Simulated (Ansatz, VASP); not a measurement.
## One calculation of C, two programs

```
C
1.0
     2.50320    0.06258    0.00000
    -1.19740    2.13654    0.00000
     0.00000    0.00000    4.16887
C
4
Cartesian
  0.0341 1.4460 0.0012
  1.2717 0.7532 2.0857
  0.0341 1.4460 1.5621
  1.2717 0.7532 3.6465
```

Change from the starting cell: shear_xy strain +5.0%.

Alike in both runs: task single point; functional PBE; k mesh 12 × 12 × 6; occupations fermi-dirac, width 0.02 eV; no spin polarisation.

```csv
,VASP,Ansatz
version,VASP 6.6.1,Ansatz 0.2.0
potentials or method,"VASP PAW PBE potentials, release 64 (C)","plane waves, PAW"
plane-wave cutoff (eV),520,420
valence electrons in the cell,16,16
```

```tsv
	VASP	Ansatz	Ansatz less VASP
gap on the k mesh at the Fermi level (eV)	3.13	3.14	+0.014
pressure (GPa)	5.7	5.1	-0.69
traceless stress, the component that is largest in VASP (GPa)	-27.81	-27.70	+0.108
rms of the force components (eV/Å)	0.034	0.028	-0.0068
```

Atom by atom the forces differ by 0.007 eV/Å (rms over components).
